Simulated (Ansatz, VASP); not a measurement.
**CdTe: VASP beside Ansatz**

INCAR

```
SYSTEM = CdTe
PREC = Accurate
ENCUT = 520
EDIFF = 1E-6
ISMEAR = 0
SIGMA = 0.05
LREAL = .FALSE.
LASPH = .TRUE.
NELM = 60
ALGO = Normal
ISIF = 2
LWAVE = .FALSE.
LCHARG = .TRUE.
GGA = PE
LELF = .TRUE.
LVHAR = .TRUE.
NBANDS = 16
```

Contents of KPOINTS:

```
regular mesh
0
G
  8 8 8
  0 0 0
```

The input POSCAR:

```
CdTe
1.0
    0.0000000000      3.2050000000      3.3492250000
    3.2050000000      0.0000000000      3.3492250000
    3.2050000000      3.2050000000      0.0000000000
Cd Te
1 1
Direct
    0.0000000000      0.0000000000      0.0000000000
    0.7500000000      0.7500000000      0.7500000000
```

Input for Ansatz:

```yaml
crystal:
  lattice:
    - [0.0, 3.205, 3.349225]
    - [3.205, 0.0, 3.349225]
    - [3.205, 3.205, 0.0]
  atoms:
    - { symbol: Cd, position: [0.0, 0.0, 0.0] }
    - { symbol: Te, position: [0.75, 0.75, 0.75] }
basis:
  ecutwfc: 420
kpoints:
  mp_grid: { grid: [8, 8, 8] }
hamiltonian:
  xc: pbe
scf:
  occupations: { method: gaussian, width: 0.05 }
output:
  forces: true
  stress: true
  eigenvalues: true
```

Change from the starting cell: strain +0.0450 x Voigt [0, 0, 1, 0, 0, 0], atoms carried along.

Alike in both runs: task single point; functional PBE; k mesh 8 × 8 × 8; occupations gaussian, width 0.05 eV; no spin polarisation.

|  | VASP | Ansatz |
| --- | --- | --- |
| version | VASP 6.6.1 | Ansatz 0.2.0 |
| potentials or method | VASP PAW PBE potentials, release 64 (Cd, Te), cutoff 520 eV | scalar-relativistic, plane waves, PAW |
| valence electrons in the cell | 18 | 36 |

|  | VASP | Ansatz | Ansatz less VASP |
| --- | --- | --- | --- |
| gap on the k mesh at the Fermi level (eV) | 0.68 | 0.68 | +0.001 |
| least direct gap on the mesh (eV) | 0.68 | 0.68 | +0.001 |
| pressure (GPa) | 2.2 | 2.0 | -0.14 |
| traceless stress, the component that is largest in VASP (GPa) | -0.48 | -0.48 | -0.002 |

VASP's potentials hold 18 valence electrons a cell and Ansatz's 36, so a difference there can come from the potentials and not from the codes.

Neither program's run includes spin-orbit coupling.
